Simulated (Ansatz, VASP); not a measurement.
One calculation of TiAl, two programs

Contents of INCAR:

```
SYSTEM = TiAl
ALGO = Fast
EDIFF = 1E-7
ENCUT = 520
GGA = PS
ISIF = 2
ISMEAR = 0
LASPH = .TRUE.
LCHARG = .FALSE.
LREAL = .FALSE.
LWAVE = .FALSE.
NBANDS = 14
NELM = 100
PREC = Accurate
SIGMA = 0.15
```

Contents of KPOINTS:

```
k-points
0
G
  20 20 20
  0 0 0
```

The input POSCAR:

```
TiAl
1.0
    3.2511682997      0.0000000000      0.0000000000
    0.0000000000      3.2511682997      0.0000000000
    0.0000000000      0.0000000000      3.2511682997
Ti Al
1 1
Direct
    0.0000000000      0.0000000000      0.0000000000
    0.5000000000      0.5000000000      0.5000000000
```

Input for Ansatz:

```yaml
crystal:
  lattice:
    - [3.2511682997, 0.0, 0.0]
    - [0.0, 3.2511682997, 0.0]
    - [0.0, 0.0, 3.2511682997]
  atoms:
    - { symbol: Ti, position: [0.0, 0.0, 0.0] }
    - { symbol: Al, position: [0.5, 0.5, 0.5] }
basis:
  ecutwfc: 420
kpoints:
  mp_grid: { grid: [20, 20, 20] }
hamiltonian:
  xc: pbesol
scf:
  occupations: { method: gaussian, width: 0.15 }
output:
  forces: true
  stress: true
  eigenvalues: true
```

Change from the starting cell: strain +0.030 along x and y, +0.030 along z, atoms carried along.

Alike in both runs: task single point; functional PBEsol; k mesh 20 × 20 × 20; occupations gaussian, width 0.15 eV; no spin polarisation.

|  | VASP | Ansatz |
| --- | --- | --- |
| version | VASP 6.6.1 | Ansatz 0.2.0 |
| potentials or method | VASP PAW PBE potentials, release 64 (Ti_sv, Al), cutoff 520 eV | scalar-relativistic, plane waves, PAW |
| valence electrons in the cell | 15 | 15 |

```csv
,VASP,Ansatz,Ansatz less VASP
gap on the k mesh at the Fermi level (eV),none,none,-
pressure (GPa),-8.7,-8.8,-0.06
```

VASP's potentials were made for PBE, not for PBEsol. A gap of «none» marks a metal or a gap that the smearing closes.
